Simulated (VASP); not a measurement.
A run of VASP 6.6.1:

Contents of INCAR:

```
PREC     = Accurate       # precision mode
ENCUT    = 520            # plane-wave cutoff, eV
EDIFF    = 1E-6           # SCF threshold, eV
ISMEAR   = 1              # smearing method
SIGMA    = 0.1            # smearing width, eV
LREAL    = False          # projectors in reciprocal space
LASPH    = True           # aspherical terms in the spheres
NELM     = 60             # most SCF steps
ALGO     = Normal         # electronic algorithm
ISIF     = 2              # what is computed and relaxed
LWAVE    = False          # write WAVECAR
LCHARG   = False          # write CHGCAR
GGA      = PE             # functional
NBANDS   = 14             # bands
```

File KPOINTS:

```
Automatic mesh
0
Gamma
  13 13 13
```

Contents of POSCAR:

```
HfC
1.0
    0.0000000000      2.3637500000      2.3250000000
    2.3637500000      0.0000000000      2.3250000000
    2.3637500000      2.3637500000      0.0000000000
Hf C
1 1
Direct
    0.5000000000      0.5000000000      0.5000000000
    0.0000000000      0.0000000000      0.0000000000
```

Potentials or basis: VASP PAW PBE potentials, release 64 (Hf_pv, C).

Launch:

```bash
$ cat potpaw_PBE.64/Hf_pv/POTCAR potpaw_PBE.64/C/POTCAR > POTCAR
$ mpirun -np 1 vasp_std > vasp.out
```

Hardware: 1 thread of Intel(R) Xeon(R) 6975P-C (Granite Rapids), on a shared host.

**Question.** How long does it take, and how much memory?

**Answer.** Wall time 74 s on 1 thread of Intel(R) Xeon(R) 6975P-C (Granite Rapids) (shared host), peak memory 0.21 GiB. Counts: scf iterations 12, k points 196.
